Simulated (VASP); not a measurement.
A run of VASP 6.6.1 is set up as follows.

Contents of INCAR:

```
PREC = Accurate ; ENCUT = 520
EDIFF = 1E-7 ; ISMEAR = 0
SIGMA = 0.01 ; LREAL = F
LASPH = T ; NELM = 80
ALGO = Normal ; ISIF = 2
LWAVE = F ; LCHARG = F
GGA = CA ; NBANDS = 33
```

Contents of KPOINTS:

```
Automatic mesh
0
Gamma
  6 6 8
```

POSCAR

```
TiO2
1.0
   -1.8912700000      1.8912700000      4.8075110000
    1.8912700000     -1.8912700000      4.8075110000
    1.8912700000      1.8912700000     -4.8075110000
Ti O
2 4
Direct
    0.0000000000      0.0000000000      0.0000000000
    0.7500000000      0.2500000000      0.5000000000
    0.9571520000      0.4571520000      0.5000000000
    0.2071520000      0.2071520000      0.0000000000
    0.5428480000      0.0428480000      0.5000000000
    0.7928480000      0.7928480000      0.0000000000
```

Potentials or basis: VASP PAW LDA potentials, release 64 (Ti_sv, O).

Run with:

```console
$ cat potpaw_LDA.64/Ti_sv/POTCAR potpaw_LDA.64/O/POTCAR > POTCAR
$ mpirun -np 1 vasp_std > vasp.out
```

Problem. What does it give for the band gap on the k mesh?

Solution. 2.05 eV (least direct gap 2.46 eV).

Problem. Predict the largest force.

Solution. 0.136 eV/Å.

Problem. What does it give for the pressure?

Solution. -7.2 GPa.

Stress tensor (GPa, compression positive):
```
-7.07  0.00  0.00
 0.00 -7.07  0.00
 0.00  0.00 -7.31
```

Caveat: the cell stands under tension. A k mesh can miss the band edges.
